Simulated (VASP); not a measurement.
# La (P6_3/mmc) in VASP: single point with revPBE

Aim: the single point of La with revPBE.

Everything below comes from runs of VASP 6.6.1. Logs are shortened: lines on timing, memory, paths and dates and some standing lists are left out, and cuts for length are marked.

## 1. The cell of the first run

Symmetry: P6_3/mmc, No. 194, hexagonal system. The conventional cell has a = 3.750 Å, b = 3.750 Å, c = 6.070 Å, α = 90.00°, β = 90.00°, γ = 120.00°. Within 4.9 Å of La (site symmetry -6m2) lie 12 La at 3.73 to 3.75 Å.

## 2. Single point, revPBE

File POSCAR:

```
La
1.0
    3.7500000000      0.0000000000      0.0000000000
   -1.8750000000      3.2475952642      0.0000000000
    0.0000000000      0.0000000000      6.0700000000
La
2
Direct
    0.6666666667      0.3333333333      0.7500000000
    0.3333333333      0.6666666667      0.2500000000
```

File INCAR.step1:

```
SYSTEM = La
ALGO     = Normal         ! electronic algorithm
EDIFF    = 1E-6           ! SCF threshold, eV
ENCUT    = 440            ! plane-wave cutoff, eV
GGA      = RE             ! functional
GGA_COMPAT= .False.      
ISMEAR   = 1              ! smearing method
LASPH    = .True.         ! aspherical terms in the spheres
LCHARG   = .True.         ! write CHGCAR
LMAXMIX  = 6              ! l up to which the mixer works
LREAL    = .False.        ! projectors in reciprocal space
LWAVE    = .False.        ! write WAVECAR
NBANDS   = 27             ! bands
NELM     = 200            ! most SCF steps
PREC     = Accurate       ! precision mode
SIGMA    = 0.1            ! smearing width, eV
```

File KPOINTS.step1:

```
k-points
0
Gamma
  9 9 5
```

File INCAR.step2:

```
SYSTEM = La
ALGO     = Normal         ! electronic algorithm
EDIFF    = 1E-6           ! SCF threshold, eV
EMAX     = 16.0139      
EMIN     = -8.9861      
ENCUT    = 440            ! plane-wave cutoff, eV
GGA      = RE             ! functional
GGA_COMPAT= .False.      
ICHARG   = 11             ! starting density
ISMEAR   = -5             ! smearing method
LASPH    = .True.         ! aspherical terms in the spheres
LCHARG   = .False.        ! write CHGCAR
LMAXMIX  = 6              ! l up to which the mixer works
LORBIT   = 11             ! projections on sites
LREAL    = .False.        ! projectors in reciprocal space
LWAVE    = .False.        ! write WAVECAR
NBANDS   = 27             ! bands
NEDOS    = 4001           ! points of the DOS
NELM     = 200            ! most SCF steps
PREC     = Accurate       ! precision mode
```

File KPOINTS.step2:

```
Automatic mesh
0
Gamma
  25 25 13
  0 0 0
```

Potentials or basis: VASP PAW PBE potentials, release 64 (La).

Started as:

```console
$ cat potpaw_PBE.64/La/POTCAR > POTCAR
$ cp INCAR.step1 INCAR
$ cp KPOINTS.step1 KPOINTS
$ mpirun -np 1 vasp_std > vasp.out
$ cp INCAR.step2 INCAR
$ cp KPOINTS.step2 KPOINTS
$ mpirun -np 1 vasp_std > vasp.out
```

OUTCAR:

```text
SYSTEM = La
   EDIFF = 1E-6
   EMIN = -8.9861
   ENCUT = 440
   GGA = RE
   ICHARG = 11
   ISMEAR = -5
   LASPH = .True.
   LORBIT = 11
   LREAL = .False.
   NELM = 200
   PREC = Accurate

 ion  position               nearest neighbor table
   1  0.667  0.333  0.750-
   2  0.333  0.667  0.250-

  LATTYP: Found a hexagonal cell.
 ALAT       =     3.7500000000
 C/A-ratio  =     1.6186666667

  Lattice vectors:

 A1 = (   3.7500000000,   0.0000000000,   0.0000000000)
 A2 = (  -1.8750000000,   3.2475952642,   0.0000000000)
 A3 = (   0.0000000000,   0.0000000000,   6.0700000000)

Analysis of symmetry for initial positions (statically):
=====================================================================
 Subroutine PRICEL returns:
 Original cell was already a primitive cell.

 Routine SETGRP: Setting up the symmetry group for a
 hexagonal supercell.

 Subroutine GETGRP returns: Found 24 space group operations
 (whereof 12 operations were pure point group operations)
 out of a pool of 24 trial point group operations.

The static configuration has the point symmetry D_3d.
 The point group associated with its full space group is D_6h.

Analysis of symmetry for dynamics (positions and initial velocities):
=====================================================================
 Subroutine PRICEL returns:
 Original cell was already a primitive cell.

 Routine SETGRP: Setting up the symmetry group for a
 hexagonal supercell.

 Subroutine GETGRP returns: Found 24 space group operations
 (whereof 12 operations were pure point group operations)
 out of a pool of 24 trial point group operations.

The dynamic configuration has the point symmetry D_3d.
 The point group associated with its full space group is D_6h.

 Subroutine INISYM returns: Found 24 space group operations
 (whereof 12 operations are pure point group operations),
 and found     1 'primitive' translations

----------------------------------------------------------------------------------------

                                     Primitive cell

  volume of cell :      73.9234

  direct lattice vectors                    reciprocal lattice vectors
     3.750000000  0.000000000  0.000000000     0.266666667  0.153960072  0.000000000
    -1.875000000  3.247595264  0.000000000     0.000000000  0.307920144  0.000000000
     0.000000000  0.000000000  6.070000000     0.000000000  0.000000000  0.164744646

  length of vectors
     3.750000000  3.750000000  6.070000000     0.307920144  0.307920144  0.164744646

  position of ions in fractional coordinates (direct lattice)
     0.666666667  0.333333333  0.750000000
     0.333333333  0.666666667  0.250000000

  ion indices of the primitive-cell ions
   primitive index   ion index
                 1           1
                 2           2

----------------------------------------------------------------------------------------

 KPOINTS: Automatic mesh

Automatic generation of k-mesh.
 Grid dimensions read from file:
 generate k-points for:   25   25   13

 Generating k-lattice:

  Cartesian coordinates                     Fractional coordinates (reciprocal lattice)
     0.010666667  0.006158403  0.000000000     0.040000000  0.000000000  0.000000000
     0.000000000  0.012316806  0.000000000     0.000000000  0.040000000  0.000000000
     0.000000000  0.000000000  0.012672665     0.000000000  0.000000000  0.076923077

  Length of vectors
     0.012316806  0.012316806  0.012672665

  Shift w.r.t. Gamma in fractional coordinates (k-lattice)
     0.000000000  0.000000000  0.000000000

 TETIRR: Found   7975 inequivalent tetrahedra from    48750

 Subroutine IBZKPT returns following result:
 ===========================================

 Found    455 irreducible k-points:

 Following reciprocal coordinates:
            Coordinates               Weight
  0.000000  0.000000  0.000000      1.000000
  0.040000  0.000000  0.000000      6.000000
  0.080000  0.000000  0.000000      6.000000
  0.120000  0.000000  0.000000      6.000000
  0.160000  0.000000  0.000000      6.000000
  0.200000  0.000000  0.000000      6.000000
[... 16 lines left out ...]
  0.400000  0.040000  0.000000     12.000000
  0.440000  0.040000  0.000000     12.000000
 [... further k-points ...]
   k-points           NKPTS =    455   k-points in BZ     NKDIM =    455   number of bands    NBANDS=     27
   number of dos      NEDOS =   4001   number of ions     NIONS =      2
   total plane-waves  NPLWV =  32928
   dimension x,y,z NGX =    28 NGY =   28 NGZ =   42
   dimension x,y,z NGXF=    56 NGYF=   56 NGZF=   84
   ions per type =               2
   NGX,Y,Z   is equivalent  to a cutoff of  12.41, 12.41, 11.50 a.u.
   NGXF,Y,Z  is equivalent  to a cutoff of  24.83, 24.83, 23.01 a.u.
 SYSTEM =  La
   PREC   = accura    normal or accurate (medium, high low for compatibility)
   ISTART =      0    job   : 0-new  1-cont  2-samecut
   ICHARG =     11    charge: 1-file 2-atom 10-const
   ISPIN  =      1    spin polarized calculation?
   LNONCOLLINEAR =      F non collinear calculations
   LSORBIT =      F    spin-orbit coupling
   LASPH  =      T    aspherical Exc in radial PAW
   ENCUT  =  440.0 eV  32.34 Ry    5.69 a.u.   6.41  6.41 10.38*2*pi/ulx,y,z
   NELM   =    200;   NELMIN=  2; NELMDL=  0     # of ELM steps
   EDIFF  = 0.1E-05   stopping-criterion for ELM
   LREAL  =      F    real-space projection
[... 7 lines left out ...]
   TEBEG  =    0.0;   TEEND  =   0.0 temperature during run

   SCALEE = 1.0000    scale energy and forces
   PSTRESS=    0.0 pullay stress
   NELECT =      22.0000    total number of electrons
   NUPDOWN=      -1.0000    fix difference up-down
   EMIN   =  -8.99;   EMAX   = 16.01  energy-range for DOS
   EFERMI =   0.00;   METHOD = LEGACY
   ISMEAR =    -5;   SIGMA  =   0.20  broadening in eV -4-tet -1-fermi 0-gaus
   EFERMI_NEDOS =   21; number of points for ismear=-14 and -15
   IALGO  =     38    algorithm
   IMIX   =      4    mixing-type and parameters
     AMIX     =   0.40;   BMIX     =  1.00
     AMIX_MAG =   1.60;   BMIX_MAG =  1.00
  volume/ion in A,a.u.               =      36.96       249.43
  Fermi-wavevector in a.u.,A,eV,Ry     =   1.093004  2.065478 16.254307  1.194658
  Thomas-Fermi vector in A             =   2.229281
   LORBIT       =     11    0 simple, 1 ext, 2 COOP (PROOUT), +10 PAW based schemes
   GGA     = RE    functional components
   LHFCALC =     F    Hartree Fock is set to
   AEXX    =    0.0000 exact exchange contribution
   IVDW    =     0    specifies the selected vdW correction
   LEPSILON=     F    determine dielectric tensor
   LRPA    =     F    only Hartree local field effects (RPA)

   CSHIFT  =0.1000    complex shift for real part using Kramers Kronig

   OMEGAMAX=  -1.0    maximum frequency
 non-spin polarized calculation
 Fermi weights with tetrahedron method with Bloechl corrections
  energy-cutoff  :      440.00
  volume of cell :       73.92
 maximum number of plane-waves:      1573
 NGX is ok and might be reduce to    28

 number of electron      22.0000001 magnetization

 Free energy of the ion-electron system (eV)
  ---------------------------------------------------
  ext. energy  EPLUGINS =         0.00000000
  ---------------------------------------------------
  free energy    TOTEN  =        -9.14055544 eV

  energy without entropy =       -9.14055544  energy(sigma->0) =       -9.14055544

 E-fermi :   7.9713     XC(G=0):  -9.5191

 val. band max:        7.9836171041   @ k =   0.3200   0.3200   0.0769
 cond. band min:       7.9294397445   @ k =   0.1600   0.1600   0.3077
 fundamental gap:     -0.0541773596
 Fermi energy:         7.9713220140

 k-point     1 :       0.0000    0.0000    0.0000
  band No.  band energies     occupation
      1     -24.8993      2.00000
      2     -24.6937      2.00000
      3      -9.3147      2.00000
      4      -8.1076      2.00000
      5      -8.1076      2.00000
      6      -7.9222      2.00000
[... 15 lines left out ...]
     22       9.7875      0.00000
     23       9.9103      0.00000

 k-point     2 :       0.0400    0.0000    0.0000
  band No.  band energies     occupation
      1     -24.8967      2.00000
      2     -24.6925      2.00000
      3      -9.3079      2.00000
      4      -8.1256      2.00000
      5      -8.1133      2.00000
      6      -7.9407      2.00000
[... 15 lines left out ...]
     22       9.8555      0.00000
     23       9.9235      0.00000

 k-point     3 :       0.0800    0.0000    0.0000
  band No.  band energies     occupation
      1     -24.8889      2.00000
      2     -24.6888      2.00000
      3      -9.2877      2.00000
      4      -8.1780      2.00000
      5      -8.1297      2.00000
      6      -7.9945      2.00000
[... 15 lines left out ...]
     22       9.9175      0.00000
     23       9.9631      0.00000

 k-point     4 :       0.1200    0.0000    0.0000
  band No.  band energies     occupation
      1     -24.8763      2.00000
      2     -24.6830      2.00000
      3      -9.2546      2.00000
      4      -8.2612      2.00000
      5      -8.1552      2.00000
      6      -8.0786      2.00000
[... 15 lines left out ...]
     22       9.9626      0.00000
     23      10.0221      0.00000

 k-point     5 :       0.1600    0.0000    0.0000
  band No.  band energies     occupation
      1     -24.8595      2.00000
      2     -24.6755      2.00000
      3      -9.2096      2.00000
      4      -8.3689      2.00000
      5      -8.1876      2.00000
      6      -8.1856      2.00000
[... 434 lines left out ...]
 k-point    22 :       0.3600    0.0400    0.0000
  band No.  band energies     occupation
      1     -24.7353      2.00000
      2     -24.6368      2.00000
      3      -9.0359      2.00000
      4      -8.8290      2.00000
      5      -8.8150      2.00000
      6      -8.3897      2.00000
[... 15 lines left out ...]
     22      10.1128      0.00000
     23      10.1433      0.00000

 k-point    23 :       0.4000    0.0400    0.0000
  band No.  band energies     occupation
      1     -24.7179      2.00000
      2     -24.6352      2.00000
      3      -9.1093      2.00000
      4      -8.8802      2.00000
      5      -8.7640      2.00000
      6      -8.4122      2.00000
[... 15 lines left out ...]
     22      10.1382      0.00000
     23      10.1603      0.00000

 k-point    24 :       0.4400    0.0400    0.0000
  band No.  band energies     occupation
      1     -24.7060      2.00000
      2     -24.6351      2.00000
      3      -9.1549      2.00000
      4      -8.9206      2.00000
      5      -8.7166      2.00000
      6      -8.4261      2.00000
[... 15 lines left out ...]
     22      10.1589      0.00000
     23      10.1705      0.00000

 [... further k-points ...]

 [bands above 23 left out]

------------------------ aborting loop because EDIFF is reached ----------------------------------------

  FORCE on cell =-STRESS in cart. coord.  units (eV):
  Direction    XX          YY          ZZ          XY          YZ          ZX
  --------------------------------------------------------------------------------------
  -------------------------------------------------------------------------------------
  Total        0.8180453      0.8180453      0.4377115      0.0000000      0.0000000      0.0000000
  in kB       17.7298925     17.7298925      9.4867327      0.0000000      0.0000000      0.0000000
  external PRESSURE =      14.9821726 kB  Pullay stress =       0.0000000 kB

 VOLUME and BASIS-vectors are now :
 -----------------------------------------------------------------------------
  energy-cutoff  :      440.00
  volume of cell :       73.92
      direct lattice vectors                 reciprocal lattice vectors
     3.750000000  0.000000000  0.000000000     0.266666667  0.153960072  0.000000000
    -1.875000000  3.247595264  0.000000000     0.000000000  0.307920144  0.000000000
     0.000000000  0.000000000  6.070000000     0.000000000  0.000000000  0.164744646

 POSITION                                       TOTAL-FORCE (eV/Angst)
 -----------------------------------------------------------------------------------
      1.87500      1.08253      4.55250         0.000000      0.000000      0.000000
     -0.00000      2.16506      1.51750        -0.000000      0.000000      0.000000
 -----------------------------------------------------------------------------------
    total drift:                                0.000000     -0.000000      0.000000

  FREE ENERGIE OF THE ION-ELECTRON SYSTEM (eV)
  ---------------------------------------------------
  free  energy   TOTEN  =        -9.1405554411 eV

  energy  without entropy=       -9.1405554411  energy(sigma->0) =       -9.14055544

 total charge

# of ion       s       p       d       f       tot
--------------------------------------------------
    1        2.058   5.566   0.889   0.083   8.596
    2        2.058   5.566   0.889   0.083   8.596
--------------------------------------------------
tot          4.116  11.131   1.778   0.167  17.192
```

Wall time 6.9 min (1 thread of Intel Xeon 6975P-C (Granite Rapids), shared host); peak memory 0.66 GiB.

What came out:

| Quantity | Value |
| --- | --- |
| Valence electrons inside the program's atomic spheres | La 8.60 |
| Density of states at the Fermi level | 2.06 states/eV/atom |

Levels at points of the mesh, in eV from the Fermi level:
| k point | band 9 | band 10 | band 11 | band 12 | band 13 | band 14 |
| --- | --- | --- | --- | --- | --- | --- |
| (0.00, 0.00, 0.00) | -3.15 | -1.74 | 1.11 | 1.33 | 1.33 | 1.55 |

Caveat: the PAW data sets were made with another functional, which shifts forces and pressure a little; spin-orbit coupling is left out, which moves the levels of the heavy elements; tetrahedron occupations give inexact forces and stress in metals.
